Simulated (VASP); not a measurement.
Wanted: the native input for a VASP 6.6.1 run.

```yaml
Task: single point
Functional: r2SCAN
Potentials_or_basis: VASP PAW PBE potentials, release 64 (Li_sv)
Cutoff: 520 eV
k_mesh: 10 × 10 × 10
Occupations: fermi-dirac, width 0.1 eV
Spin: no spin polarisation
Dipole_correction: no
Further_INCAR_settings: ALGO = Normal; EDIFF = 1e-06; NBANDS = 10
```

Li:

```
CELL_PARAMETERS angstrom
0.00000 2.92879 2.92879
2.92879 0.00000 2.92879
2.92879 2.92879 0.00000
ATOMIC_POSITIONS crystal
Li 0.12500 0.12500 0.12500
Li 0.87500 0.87500 0.87500
```

This cell differs from its parent crystal: volume scaled by 0.96.

One way to write it, as run:

POSCAR

```
Li
1.0
    0.0000000000      2.9287851782      2.9287851782
    2.9287851782      0.0000000000      2.9287851782
    2.9287851782      2.9287851782      0.0000000000
Li
2
Direct
    0.1250000000      0.1250000000      0.1250000000
    0.8750000000      0.8750000000      0.8750000000
```

INCAR.step1

```
SYSTEM = Li
PREC     = Accurate       ! precision mode
ENCUT    = 520            ! plane-wave cutoff, eV
ISMEAR   = -1             ! smearing method
SIGMA    = 0.1            ! smearing width, eV
LREAL    = .FALSE.        ! projectors in reciprocal space
LASPH    = .TRUE.         ! aspherical terms in the spheres
NELM     = 80             ! most SCF steps
NBANDS   = 10             ! bands
GGA      = PE             ! functional
ALGO     = Normal         ! electronic algorithm
EDIFF    = 1E-4           ! SCF threshold, eV
LWAVE    = .TRUE.         ! write WAVECAR
LCHARG   = .FALSE.        ! write CHGCAR
```

INCAR.step2

```
SYSTEM = Li
PREC     = Accurate       ! precision mode
ENCUT    = 520            ! plane-wave cutoff, eV
EDIFF    = 1E-6           ! SCF threshold, eV
ISMEAR   = -1             ! smearing method
SIGMA    = 0.1            ! smearing width, eV
LREAL    = .FALSE.        ! projectors in reciprocal space
LASPH    = .TRUE.         ! aspherical terms in the spheres
NELM     = 80             ! most SCF steps
ALGO     = Normal         ! electronic algorithm
ISIF     = 2              ! what is computed and relaxed
LWAVE    = .FALSE.        ! write WAVECAR
LCHARG   = .TRUE.         ! write CHGCAR
METAGGA  = R2SCAN         ! meta-GGA
LMIXTAU  = .TRUE.       
LELF     = .TRUE.         ! ELF
LVHAR    = .TRUE.       
NBANDS   = 10             ! bands
ISTART   = 1
```

KPOINTS

```
regular mesh
0
G
  10 10 10
  0 0 0
```

Potentials or basis: VASP PAW PBE potentials, release 64 (Li_sv).

Launch:

```console
$ cat potpaw_PBE.64/Li_sv/POTCAR > POTCAR
$ cp INCAR.step1 INCAR
$ mpirun -np 1 vasp_std > vasp.out
$ cp INCAR.step2 INCAR
$ mpirun -np 1 vasp_std > vasp.out
```

Results of the run:

```json
{
  "Band gap on the k mesh": "zero (band 3 reaches 0.84 eV, above the bottom of band 4 at 0.08 eV)"
}
```

Wall time 77 s on 1 thread of Intel(R) Xeon(R) 6975P-C (Granite Rapids), with other jobs on the host, peak memory 0.18 GiB.
